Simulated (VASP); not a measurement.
A run of VASP 6.6.1 is set up as follows.

File POSCAR:

```
FeSi
1.0
    3.9729350600      0.0000000000      0.0000000000
    1.9864675300     -4.7129216700      0.0000000000
    0.0000000000      0.0000000000     -3.2641593200
Fe Si
2 2
Direct
    0.1400000000      0.7200000000      0.7500000000
    0.8600000000      0.2800000000      0.2500000000
    0.4380000000      0.1240000000      0.7500000000
    0.5620000000      0.8760000000      0.2500000000
```

INCAR.step1

```
PREC = Accurate
ENCUT = 520
ISMEAR = -1
SIGMA = 0.1
LREAL = False
LASPH = True
NELM = 100
NBANDS = 20
GGA = PE
ALGO = Normal
EDIFF = 1E-4
LWAVE = True
LCHARG = False
```

INCAR.step2

```
PREC = Accurate
ENCUT = 520
EDIFF = 1E-6
ISMEAR = -1
SIGMA = 0.1
LREAL = False
LASPH = True
NELM = 100
ALGO = Normal
ISIF = 2
LWAVE = False
LCHARG = False
METAGGA = R2SCAN
LMIXTAU = True
NBANDS = 20
ISTART = 1
```

File KPOINTS:

```
Automatic mesh
0
Gamma
  5 5 6
```

Potentials or basis: VASP PAW PBE potentials, release 64 (Fe, Si).

Launch:

```sh
$ cat potpaw_PBE.64/Fe/POTCAR potpaw_PBE.64/Si/POTCAR > POTCAR
$ cp INCAR.step1 INCAR
$ mpirun -np 1 vasp_std > vasp.out
$ cp INCAR.step2 INCAR
$ mpirun -np 1 vasp_std > vasp.out
```

(1) Estimate the largest force.

(2) Predict the pressure.

(3) What does it give for the band gap on the k mesh?

Results:

(1) 7.854 eV/Å.

(2) -12.2 GPa.

(3) zero (band 12 reaches 6.15 eV, above the bottom of band 13 at 5.97 eV).

Caveat: the PAW data sets were made with another functional, which shifts forces and pressure a little.
